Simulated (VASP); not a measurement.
# Mg3CdTe2 (P6/mmm) in VASP: notebook

The runs below take Mg3CdTe2 through single point, relaxation of cell and atoms, with PBE.

Program: VASP 6.6.1. These are calculated values, not measurements. Logs are shortened: lines on timing, memory, paths and dates and some standing lists are left out, and cuts for length are marked.

### 1 The cell of the first run

Symmetry: P6/mmm, No. 191, hexagonal system. The conventional cell has a = 7.192 Å, b = 7.192 Å, c = 4.213 Å, α = 90.00°, β = 90.00°, γ = 120.00°. Within 3.9 Å of Mg (site symmetry mmm) lie 4 Te at 2.96 Å and 4 Mg at 3.60 Å. Cd (site symmetry 6/mmm) has 6 Te at 4.15 Å and 12 Mg at 4.17 Å and 2 Cd at 4.21 Å within 5.4 Å. Within 3.9 Å of Te (site symmetry -6m2) lie 6 Mg at 2.96 Å.

### 2 Single point, PBE

INCAR reads:

```
PREC = Accurate ; ENCUT = 520
EDIFF = 1E-6 ; ISMEAR = 0
SIGMA = 0.1 ; LREAL = F
LASPH = T ; NELM = 80
ALGO = Normal ; ISIF = 2
LWAVE = F ; LCHARG = F
GGA = PE ; NBANDS = 24
```

KPOINTS reads:

```
Automatic mesh
0
Gamma
  3 3 4
```

POSCAR reads:

```
Mg3CdTe2
1.0
    7.1922793647      0.0000000000      0.0000000000
   -3.5961396823      6.2286966409      0.0000000000
    0.0000000000      0.0000000000      4.2129230370
Mg Cd Te
3 1 2
Direct
    0.5000000000      0.0000000000      0.5000000000
    0.5000000000      0.5000000000      0.5000000000
    0.0000000000      0.5000000000      0.5000000000
    0.0000000000      0.0000000000      0.0000000000
    0.3333333333      0.6666666667      0.0000000000
    0.6666666667      0.3333333333      0.0000000000
```

Potentials or basis: VASP PAW PBE potentials, release 64 (Mg, Cd, Te).

Launch:

```sh
$ cat potpaw_PBE.64/Mg/POTCAR potpaw_PBE.64/Cd/POTCAR potpaw_PBE.64/Te/POTCAR > POTCAR
$ mpirun -np 1 vasp_std > vasp.out
```

OUTCAR:

```text
PREC = Accurate
   ENCUT = 520
   EDIFF = 1E-6
   ISMEAR = 0
   LREAL = F
   LASPH = T
   NELM = 80
   ISIF = 2
   GGA = PE

 ion  position               nearest neighbor table
   1  0.500  0.000  0.500-   5 2.96   6 2.96   5 2.96   6 2.96   2 3.60   2 3.60   3 3.60   3 3.60

   2  0.500  0.500  0.500-   5 2.96   6 2.96   5 2.96   6 2.96   1 3.60   1 3.60   3 3.60   3 3.60

   3  0.000  0.500  0.500-   5 2.96   6 2.96   5 2.96   6 2.96   1 3.60   1 3.60   2 3.60   2 3.60

   4  0.000  0.000  0.000-
   5  0.333  0.667  0.000-   1 2.96   1 2.96   3 2.96   3 2.96   2 2.96   2 2.96
   6  0.667  0.333  0.000-   1 2.96   1 2.96   3 2.96   3 2.96   2 2.96   2 2.96

  LATTYP: Found a hexagonal cell.
 ALAT       =     7.1922793647
 C/A-ratio  =     0.5857563122

  Lattice vectors:

 A1 = (   7.1922793647,   0.0000000000,   0.0000000000)
 A2 = (  -3.5961396823,   6.2286966409,   0.0000000000)
 A3 = (   0.0000000000,   0.0000000000,   4.2129230370)

Analysis of symmetry for initial positions (statically):
=====================================================================
 Subroutine PRICEL returns:
 Original cell was already a primitive cell.

 Routine SETGRP: Setting up the symmetry group for a
 hexagonal supercell.

 Subroutine GETGRP returns: Found 24 space group operations
 (whereof 24 operations were pure point group operations)
 out of a pool of 24 trial point group operations.

The static configuration has the point symmetry D_6h.

Analysis of symmetry for dynamics (positions and initial velocities):
=====================================================================
 Subroutine PRICEL returns:
 Original cell was already a primitive cell.

 Routine SETGRP: Setting up the symmetry group for a
 hexagonal supercell.

 Subroutine GETGRP returns: Found 24 space group operations
 (whereof 24 operations were pure point group operations)
 out of a pool of 24 trial point group operations.

The dynamic configuration has the point symmetry D_6h.

 Subroutine INISYM returns: Found 24 space group operations
 (whereof 24 operations are pure point group operations),
 and found     1 'primitive' translations

----------------------------------------------------------------------------------------

                                     Primitive cell

  volume of cell :     188.7327

  direct lattice vectors                    reciprocal lattice vectors
     7.192279365  0.000000000  0.000000000     0.139037981  0.080273616  0.000000000
    -3.596139682  6.228696641  0.000000000     0.000000000  0.160547231  0.000000000
     0.000000000  0.000000000  4.212923037     0.000000000  0.000000000  0.237364887

  length of vectors
     7.192279365  7.192279365  4.212923037     0.160547231  0.160547231  0.237364887

  position of ions in fractional coordinates (direct lattice)
     0.500000000  0.000000000  0.500000000
     0.500000000  0.500000000  0.500000000
     0.000000000  0.500000000  0.500000000
     0.000000000  0.000000000  0.000000000
     0.333333333  0.666666667  0.000000000
     0.666666667  0.333333333  0.000000000

  ion indices of the primitive-cell ions
   primitive index   ion index
                 1           1
                 2           2
                 3           3
                 4           4
                 5           5
                 6           6

----------------------------------------------------------------------------------------

 KPOINTS: Automatic mesh

Automatic generation of k-mesh.
 Grid dimensions read from file:
 generate k-points for:    3    3    4

 Generating k-lattice:

  Cartesian coordinates                     Fractional coordinates (reciprocal lattice)
     0.046345994  0.026757872  0.000000000     0.333333333  0.000000000  0.000000000
     0.000000000  0.053515744  0.000000000     0.000000000  0.333333333  0.000000000
     0.000000000  0.000000000  0.059341222     0.000000000  0.000000000  0.250000000

  Length of vectors
     0.053515744  0.053515744  0.059341222

  Shift w.r.t. Gamma in fractional coordinates (k-lattice)
     0.000000000  0.000000000  0.000000000

 Subroutine IBZKPT returns following result:
 ===========================================

 Found      9 irreducible k-points:

 Following reciprocal coordinates:
            Coordinates               Weight
  0.000000  0.000000  0.000000      1.000000
  0.333333  0.000000  0.000000      6.000000
  0.333333  0.333333  0.000000      2.000000
  0.000000  0.000000  0.250000      2.000000
  0.333333  0.000000  0.250000     12.000000
  0.333333  0.333333  0.250000      4.000000
  0.000000  0.000000  0.500000      1.000000
  0.333333  0.000000  0.500000      6.000000
  0.333333  0.333333  0.500000      2.000000
   k-points           NKPTS =      9   k-points in BZ     NKDIM =      9   number of bands    NBANDS=     24
   number of dos      NEDOS =    301   number of ions     NIONS =      6
   total plane-waves  NPLWV =  93312
   dimension x,y,z NGX =    54 NGY =   54 NGZ =   32
   dimension x,y,z NGXF=   108 NGYF=  108 NGZF=   64
   ions per type =               3   1   2
   NGX,Y,Z   is equivalent  to a cutoff of  12.48, 12.48, 12.63 a.u.
   NGXF,Y,Z  is equivalent  to a cutoff of  24.96, 24.96, 25.26 a.u.
 SYSTEM =  unknown system
   PREC   = accura    normal or accurate (medium, high low for compatibility)
   ISTART =      0    job   : 0-new  1-cont  2-samecut
   ICHARG =      2    charge: 1-file 2-atom 10-const
   ISPIN  =      1    spin polarized calculation?
   LNONCOLLINEAR =      F non collinear calculations
   LSORBIT =      F    spin-orbit coupling
   LASPH  =      T    aspherical Exc in radial PAW
   ENCUT  =  520.0 eV  38.22 Ry    6.18 a.u.  13.37 13.37  7.83*2*pi/ulx,y,z
   NELM   =     80;   NELMIN=  2; NELMDL= -5     # of ELM steps
   EDIFF  = 0.1E-05   stopping-criterion for ELM
   LREAL  =      F    real-space projection
   EDIFFG = 0.1E-04   stopping-criterion for IOM
   NSW    =      0    number of steps for IOM
   IBRION =     -1    ionic relax: 0-MD 1-quasi-New 2-CG
   NFREE  =      0    steps in history (QN), initial steepest desc. (CG)
   ISIF   =      2    stress and relaxation
   ISYM   =      2    0-nonsym 1-usesym 2-fastsym
   POTIM  = 0.5000    time-step for ionic-motion
   TEBEG  =    0.0;   TEEND  =   0.0 temperature during run
   PSTRESS=    0.0 pullay stress
   NELECT =      30.0000    total number of electrons
   NUPDOWN=      -1.0000    fix difference up-down
   EMIN   =  10.00;   EMAX   =-10.00  energy-range for DOS
   EFERMI =   0.00;   METHOD = LEGACY
   ISMEAR =     0;   SIGMA  =   0.10  broadening in eV -4-tet -1-fermi 0-gaus
   EFERMI_NEDOS =   21; number of points for ismear=-14 and -15
   IALGO  =     38    algorithm
   IMIX   =      4    mixing-type and parameters
     AMIX     =   0.40;   BMIX     =  1.00
     AMIX_MAG =   1.60;   BMIX_MAG =  1.00
  volume/ion in A,a.u.               =      31.46       212.27
  Fermi-wavevector in a.u.,A,eV,Ry     =   0.886815  1.675837 10.700167  0.786440
  Thomas-Fermi vector in A             =   2.008031
   LORBIT       =      0    0 simple, 1 ext, 2 COOP (PROOUT), +10 PAW based schemes
   GGA     = PE    functional components
   LHFCALC =     F    Hartree Fock is set to
   AEXX    =    0.0000 exact exchange contribution
   IVDW    =     0    specifies the selected vdW correction
   LEPSILON=     F    determine dielectric tensor
   LRPA    =     F    only Hartree local field effects (RPA)
 non-spin polarized calculation
 Gauss-broadening in eV      SIGMA  =   0.10
  energy-cutoff  :      520.00
  volume of cell :      188.73
 maximum number of plane-waves:      5097
 NGX is ok and might be reduce to    54
   NGX = 27   NGY = 27   NGZ = 15

 number of electron      30.0000001 magnetization

 Free energy of the ion-electron system (eV)
  ---------------------------------------------------
  ext. energy  EPLUGINS =         0.00000000
  ---------------------------------------------------
  free energy    TOTEN  =       -12.77356365 eV

  energy without entropy =      -12.76309828  energy(sigma->0) =      -12.76833097

 E-fermi :   3.6147     XC(G=0):  -8.2952

 val. band max:        3.5502103478   @ k =   0.0000   0.0000   0.5000
 cond. band min:       3.7478233217   @ k =   0.3333   0.0000   0.5000
 fundamental gap:      0.1976129738
 Fermi energy:         3.6146634213

 k-point     1 :       0.0000    0.0000    0.0000
  band No.  band energies     occupation
      1      -9.0159      2.00000
      2      -8.3038      2.00000
      3      -4.8907      2.00000
      4      -4.8907      2.00000
      5      -4.8729      2.00000
      6      -4.8254      2.00000
[... 16 lines left out ...]
     23       7.3767      0.00000
     24       8.3360      0.00000

 k-point     2 :       0.3333    0.0000    0.0000
  band No.  band energies     occupation
      1      -8.8805      2.00000
      2      -8.4750      2.00000
      3      -4.8845      2.00000
      4      -4.8770      2.00000
      5      -4.8748      2.00000
      6      -4.8258      2.00000
[... 16 lines left out ...]
     23       7.3390      0.00000
     24       7.3526      0.00000

 k-point     3 :       0.3333    0.3333    0.0000
  band No.  band energies     occupation
      1      -8.6860      2.00000
      2      -8.6860      2.00000
      3      -4.8777      2.00000
      4      -4.8771      2.00000
      5      -4.8771      2.00000
      6      -4.8257      2.00000
[... 16 lines left out ...]
     23       6.7497      0.00000
     24       8.4145      0.00000

 k-point     4 :       0.0000    0.0000    0.2500
  band No.  band energies     occupation
      1      -8.7665      2.00000
      2      -8.1062      2.00000
      3      -4.8854      2.00000
      4      -4.8854      2.00000
      5      -4.8471      2.00000
      6      -4.8471      2.00000
[... 16 lines left out ...]
     23       8.0004      0.00000
     24       8.0393      0.00000

 k-point     5 :       0.3333    0.0000    0.2500
  band No.  band energies     occupation
      1      -8.6397      2.00000
      2      -8.2636      2.00000
      3      -4.8807      2.00000
      4      -4.8731      2.00000
      5      -4.8486      2.00000
      6      -4.8474      2.00000
[... 16 lines left out ...]
     23       7.6040      0.00000
     24       7.9856      0.00000

 k-point     6 :       0.3333    0.3333    0.2500
  band No.  band energies     occupation
      1      -8.4587      2.00000
      2      -8.4587      2.00000
      3      -4.8740      2.00000
      4      -4.8740      2.00000
      5      -4.8483      2.00000
      6      -4.8483      2.00000
[... 16 lines left out ...]
     23       6.8805      0.00000
     24       7.7994      0.00000

 k-point     7 :       0.0000    0.0000    0.5000
  band No.  band energies     occupation
      1      -8.4636      2.00000
      2      -7.8770      2.00000
      3      -4.8804      2.00000
      4      -4.8804      2.00000
      5      -4.8683      2.00000
      6      -4.8683      2.00000
[... 16 lines left out ...]
     23       8.3672      0.00000
     24       9.4410      0.00000

 k-point     8 :       0.3333    0.0000    0.5000
  band No.  band energies     occupation
      1      -8.3496      2.00000
      2      -8.0154      2.00000
      3      -4.8768      2.00000
      4      -4.8728      2.00000
      5      -4.8698      2.00000
      6      -4.8688      2.00000
[... 16 lines left out ...]
     23       7.4531      0.00000
     24       8.1417      0.00000

 k-point     9 :       0.3333    0.3333    0.5000
  band No.  band energies     occupation
      1      -8.1881      2.00000
      2      -8.1881      2.00000
      3      -4.8719      2.00000
      4      -4.8719      2.00000
      5      -4.8709      2.00000
      6      -4.8709      2.00000
[... 16 lines left out ...]
     23       7.2871      0.00000
     24       7.3584      0.00000

------------------------ aborting loop because EDIFF is reached ----------------------------------------

  FORCE on cell =-STRESS in cart. coord.  units (eV):
  Direction    XX          YY          ZZ          XY          YZ          ZX
  --------------------------------------------------------------------------------------
  -------------------------------------------------------------------------------------
  Total        0.0575029      0.0575029     -0.0220230      0.0000000     -0.0000000      0.0000000
  in kB        0.4881501      0.4881501     -0.1869560      0.0000000     -0.0000000      0.0000000
  external PRESSURE =       0.2631148 kB  Pullay stress =       0.0000000 kB

 VOLUME and BASIS-vectors are now :
 -----------------------------------------------------------------------------
  energy-cutoff  :      520.00
  volume of cell :      188.73
      direct lattice vectors                 reciprocal lattice vectors
     7.192279365  0.000000000  0.000000000     0.139037981  0.080273616  0.000000000
    -3.596139682  6.228696641  0.000000000     0.000000000  0.160547231  0.000000000
     0.000000000  0.000000000  4.212923037     0.000000000  0.000000000  0.237364887

 POSITION                                       TOTAL-FORCE (eV/Angst)
 -----------------------------------------------------------------------------------
      3.59614      0.00000      2.10646        -0.000000      0.000000      0.000000
      1.79807      3.11435      2.10646        -0.000000      0.000000      0.000000
     -1.79807      3.11435      2.10646        -0.000000      0.000000      0.000000
      0.00000      0.00000      0.00000        -0.000000      0.000000      0.000000
     -0.00000      4.15246      0.00000         0.000000     -0.000000      0.000000
      3.59614      2.07623      0.00000        -0.000000      0.000000      0.000000
 -----------------------------------------------------------------------------------
    total drift:                                0.000000      0.000000     -0.000000

  FREE ENERGIE OF THE ION-ELECTRON SYSTEM (eV)
  ---------------------------------------------------
  free  energy   TOTEN  =       -12.7735636500 eV

  energy  without entropy=      -12.7630982814  energy(sigma->0) =      -12.76833097
```

It took 42 s on 1 thread of AMD EPYC 7R43 (Zen 3), shared host; peak memory 0.27 GiB.

Results:

```yaml
Free_energy: -12.7736 eV
Pressure: 0.0 GPa
Band_gap_on_the_k_mesh: zero (band 15 reaches 4.13 eV, above the bottom of band 16 at 2.28 eV)
```

Levels at points of the mesh, in eV from the Fermi level:
```tsv
k point	band 11	band 12	band 13	band 14	band 15	band 16	band 17	band 18	band 19	band 20
(0.00, 0.00, 0.00)	-3.54	-3.54	-3.18	-2.45	-0.46	0.95	0.95	1.47	3.28	3.48
(0.00, 0.00, 0.50)	-4.23	-2.65	-2.65	-2.08	-1.03	-1.03	-0.06	0.33	0.33	2.57
```

Caveat: the k points lie up to 0.37 Å⁻¹ apart; spin-orbit coupling is left out, which moves the levels of the heavy elements.

### 3 Relaxation of cell and atoms, PBE

This run uses another cell than the first one, of 23.84 Å³/atom, 0.758 times its volume.

INCAR reads:

```
SYSTEM = Mg3CdTe2
  PREC = Accurate
  ENCUT = 600
  EDIFF = 1E-6
  ISMEAR = 0
  SIGMA = 0.1
  LREAL = .False.
  LASPH = .True.
  NELM = 100
  ALGO = Fast
  ISIF = 3
  LWAVE = .False.
  LCHARG = .False.
  GGA = PE
  IBRION = 2
  NSW = 90
  EDIFFG = -0.04
```

KPOINTS reads:

```
Automatic mesh
0
Gamma
  3 3 4
  0 0 0
```

POSCAR: that of step 2 with these lines changed.

```diff
@@ -2,5 +2,5 @@
 1.0
-    7.1922793647      0.0000000000      0.0000000000
-   -3.5961396823      6.2286966409      0.0000000000
-    0.0000000000      0.0000000000      4.2129230370
+    6.4731979764      0.0000000000      0.0000000000
+   -3.2365989882      5.6059538913      0.0000000000
+    0.0000000000      0.0000000000      3.9416460017
 Mg Cd Te
```

Potentials or basis: VASP PAW PBE potentials, release 64 (Mg, Cd, Te).

Launch:

```sh
$ cat potpaw_PBE.64/Mg/POTCAR potpaw_PBE.64/Cd/POTCAR potpaw_PBE.64/Te/POTCAR > POTCAR
$ mpirun -np 1 vasp_std > vasp.out
```

Run time: 3.5 min. Hardware: 1 thread of AMD EPYC 7R43 (Zen 3), shared host; peak memory 0.3 GiB.

The run converged. Its results:

```yaml
Free_energy: -12.7708 eV
Relaxed_volume: 31.55 Å³/atom
Relaxed_cell: a = 7.206 Å, b = 7.206 Å, c = 4.210 Å, α = 90.00°, β = 90.00°, γ = 120.00°
Space_group_after_relaxing_to_0.05_Å: P6/mmm (No. 191)
Energy_gained_by_relaxing: 229.9 meV/atom
Ionic_steps: 7
Pressure_after_relaxing: 0.0 GPa
Band_gap_on_the_k_mesh: zero (band 15 reaches 4.11 eV, above the bottom of band 16 at 2.26 eV)
```

Step by step:
```tsv
step	energy change (eV)	largest force (eV/Å)	pressure (GPa)	volume (Å³)
1	0.0000	0.0000	12.69	143.04
2	-1.3276	0.0000	-0.19	185.75
3	-1.3292	0.0000	0.13	183.59
4	-1.3559	0.0000	0.22	184.65
5	-1.3763	0.0000	0.32	186.34
6	-1.3769	0.0000	0.33	186.66
7	-1.3793	0.0000	-0.03	189.29
```

Final structure:
```
Mg Cd Te
1.0
     7.20550    0.00000    0.00000
    -3.60275    6.24015    0.00000
     0.00000    0.00000    4.20984
Mg Cd Te
3 1 2
Direct
  0.50000 0.00000 0.50000
  0.50000 0.50000 0.50000
  0.00000 0.50000 0.50000
  0.00000 0.00000 0.00000
  0.33333 0.66667 0.00000
  0.66667 0.33333 0.00000
```

Levels at points of the mesh, in eV from the Fermi level:
```csv
k point,band 11,band 12,band 13,band 14,band 15,band 16,band 17,band 18,band 19
"(0.00, 0.00, 0.00)",-3.55,-3.55,-3.16,-2.44,-0.45,0.93,0.93,1.48,3.26
"(0.00, 0.00, 0.50)",-4.23,-2.65,-2.65,-2.08,-1.03,-1.03,-0.06,0.34,0.34
```

Caveat: the k points lie up to 0.37 Å⁻¹ apart in the final cell; the volume moved by over 15 % at a fixed basis, so the end points are rough; spin-orbit coupling is left out, which moves the levels of the heavy elements.
